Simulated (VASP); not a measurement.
Here is a VASP 6.6.1 calculation.

INCAR

```
PREC     = Accurate       # precision mode
ENCUT    = 520            # plane-wave cutoff, eV
EDIFF    = 1E-6           # SCF threshold, eV
ISMEAR   = 0              # smearing method
SIGMA    = 0.019000000000000003 # smearing width, eV
LREAL    = F              # projectors in reciprocal space
LASPH    = T              # aspherical terms in the spheres
NELM     = 80             # most SCF steps
ALGO     = Normal         # electronic algorithm
ISIF     = 2              # what is computed and relaxed
LWAVE    = F              # write WAVECAR
LCHARG   = T              # write CHGCAR
GGA      = PE             # functional
LELF     = T              # ELF
LVHAR    = T            
NBANDS   = 17             # bands
```

Contents of KPOINTS:

```
regular mesh
0
Gamma
  7 7 7
```

The input POSCAR:

```
TePb
1.0
    4.0022870000      0.0000000000      0.0000000000
    0.0000000000      4.0022870000      0.0000000000
    0.0000000000      0.0000000000      4.0022870000
Pb Te
1 1
Direct
    0.0000000000      0.0000000000      0.0000000000
    0.5000000000      0.5000000000      0.5000000000
```

Potentials or basis: VASP PAW PBE potentials, release 64 (Pb_d, Te).

Launch:

```sh
$ cat potpaw_PBE.64/Pb_d/POTCAR potpaw_PBE.64/Te/POTCAR > POTCAR
$ mpirun -np 1 vasp_std > vasp.out
```

**Question.** Predict the band gap on the k mesh.

**Answer.** Zero (band 10 reaches 6.57 eV, above the bottom of band 11 at 5.77 eV).

**Question.** What does it give for the pressure?

**Answer.** 0.0 GPa.

Caveat: spin-orbit coupling is left out, which moves the levels of the heavy elements.
